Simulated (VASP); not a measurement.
Input of a VASP 6.6.1 run:

Contents of INCAR:

```
SYSTEM = ZrB2
ALGO = Normal
EDIFF = 1E-7
ENCUT = 520
GGA = PS
ISIF = 2
ISMEAR = 0
LASPH = .TRUE.
LCHARG = .FALSE.
LREAL = .FALSE.
LWAVE = .FALSE.
NBANDS = 16
NELM = 80
PREC = Accurate
SIGMA = 0.15
```

File KPOINTS:

```
k-points
0
G
  15 15 12
  0 0 0
```

The input POSCAR:

```
ZrB2
1.0
    3.0602000000      0.0000000000      0.0000000000
   -1.5301000000      2.6502109406      0.0000000000
    0.0000000000      0.0000000000      3.4483000000
Zr B
1 2
Direct
    0.0000000000      0.0000000000      0.0000000000
    0.3333333333      0.6666666667      0.5000000000
    0.6666666667      0.3333333333      0.5000000000
```

Potentials or basis: VASP PAW PBE potentials, release 64 (Zr_sv, B).

Launch:

```sh
$ cat potpaw_PBE.64/Zr_sv/POTCAR potpaw_PBE.64/B/POTCAR > POTCAR
$ mpirun -np 1 vasp_std > vasp.out
```

Task: Estimate the pressure.

Result: 23.3 GPa.

Task: What does it give for the band gap on the k mesh?

Result: Zero (band 9 reaches 12.35 eV, above the bottom of band 10 at 11.21 eV).

Stress tensor (GPa, compression positive):
```
25.56  0.00  0.00
 0.00 25.56  0.00
 0.00  0.00 18.66
```

Caveat: the PAW data sets were made with another functional, which shifts forces and pressure a little.
